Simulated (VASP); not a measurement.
The system is Pd.

```xyz
1
Lattice="-1.5450 1.5450 1.5450 1.5450 -1.5450 1.5450 1.5450 1.5450 -1.5450" Properties=species:S:1:pos:R:3 pbc="T T T"
Pd    0.0000    0.0000    0.0000
```

This isn't the form of Pd at room conditions, which is fcc.

```yaml
Program: VASP 6.6.1
Task: relaxation of cell and atoms
Functional: LDA
Potentials_or_basis: VASP PAW LDA potentials, release 64 (Pd)
Cutoff: 500 eV
k_mesh: 9 × 9 × 9
Occupations: methfessel-paxton, width 0.05 eV
Spin: no spin polarisation
```

At the start: pressure -6.9 GPa; volume 14.75 Å³/atom.

Q: How do energy, volume and symmetry change on relaxing?

A: Over 3 steps the energy falls by 11.2 meV/atom and the volume is 14.26 Å³/atom (-3.3 %); space group Im-3m (No. 229, to 0.1 Å) before and after.

Step by step:
| step | energy change (eV) | largest force (eV/Å) | pressure (GPa) | volume (Å³) |
| --- | --- | --- | --- | --- |
| 1 | 0.0000 | 0.0000 | -6.95 | 14.75 |
| 2 | 0.0263 | 0.0000 | 15.50 | 13.43 |
| 3 | -0.0112 | 0.0000 | -0.14 | 14.26 |

Final structure:
```yaml
crystal:
  lattice:
    - [-1.52771, 1.52771, 1.52771]
    - [1.52771, -1.52771, 1.52771]
    - [1.52771, 1.52771, -1.52771]
  atoms:
    - { symbol: Pd, position: [0.00000, 0.00000, 0.00000] }
```
